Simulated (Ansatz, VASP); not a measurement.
**Two plane-wave programs on Si5S**

```
Si S
1.0
     2.68091    0.00000    0.00000
    -1.34045    2.32173    0.00000
     0.00000    0.00000   14.15096
Si S
5 1
Direct
  0.66667 0.33333 0.82046
  0.33333 0.66667 0.66611
  0.66667 0.33333 0.50000
  0.33333 0.66667 0.33389
  0.66667 0.33333 0.17954
  0.33333 0.66667 0.00000
```

Change from the starting cell: species swapped into the CeMg5 type (P-6m2, No. 187).

Alike in both runs: task relaxation of cell and atoms; functional PBE; k mesh 6 × 6 × 2; occupations gaussian, width 0.1 eV; no spin polarisation.

```csv
,VASP,Ansatz
version,VASP 6.6.1,Ansatz 0.2.0
potentials or method,"VASP PAW PBE potentials, release 64 (Si, S), cutoff 600 eV","scalar-relativistic, plane waves, PAW"
valence electrons in the cell,26,26
```

Ansatz gave:

| Quantity | Value |
| --- | --- |
| gap on the k mesh at the Fermi level, each at its own relaxed structure (eV) | none |
| relaxed volume (Å³/atom) | 15.69 |
| relaxed length of the cell vector where the two differ most in proportion (Å) | 16.340 |

Problem. Estimate VASP's values.

Solution. gap on the k mesh at the Fermi level, each at its own relaxed structure (eV): none; relaxed volume (Å³/atom): 14.75; relaxed length of the cell vector where the two differ most in proportion (Å): 14.099.

A gap of «none» marks a metal or a gap that the smearing closes.

The k mesh is coarse, so the values compare programs but aren't converged. Noted on VASP's run: too few bands were computed for a metal, which touches its energy and stress.
